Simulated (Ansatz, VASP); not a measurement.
MgO in VASP and in Ansatz

```
Mg O
1.0
     3.48402    0.00000    0.00000
    -1.74201    3.01725    0.00000
     0.00000    0.00000    4.18532
Mg O
2 2
Direct
  0.33333 0.66667 0.25000
  0.66667 0.33333 0.75000
  0.66667 0.33333 0.25000
  0.33333 0.66667 0.75000
```

Alike in both runs: task single point; functional PBE; k mesh 6 × 6 × 4; occupations tetrahedron; no spin polarisation.

|  | VASP | Ansatz |
| --- | --- | --- |
| version | VASP 6.6.1 | Ansatz 0.2.0 |
| potentials or method | VASP PAW PBE potentials, release 64 (Mg, O) | plane waves |
| plane-wave cutoff (eV) | 520 | 420 |
| valence electrons in the cell | 16 | 32 |

|  | VASP | Ansatz | Ansatz less VASP |
| --- | --- | --- | --- |
| gap on the k mesh at the Fermi level (eV) | 3.43 | 3.45 | +0.016 |
| pressure (GPa) | 4.0 | 4.5 | +0.49 |
| traceless stress, the component that is largest in VASP (GPa) | 0.31 | 0.42 | +0.104 |

With one functional, cell and mesh, what is left measures potentials, basis and numerics. VASP's potentials hold 16 valence electrons a cell and Ansatz's 32, so a difference there can come from the potentials and not from the codes. Ansatz's warnings: band table not solved further, tetrahedron derivatives may miss energy slope.
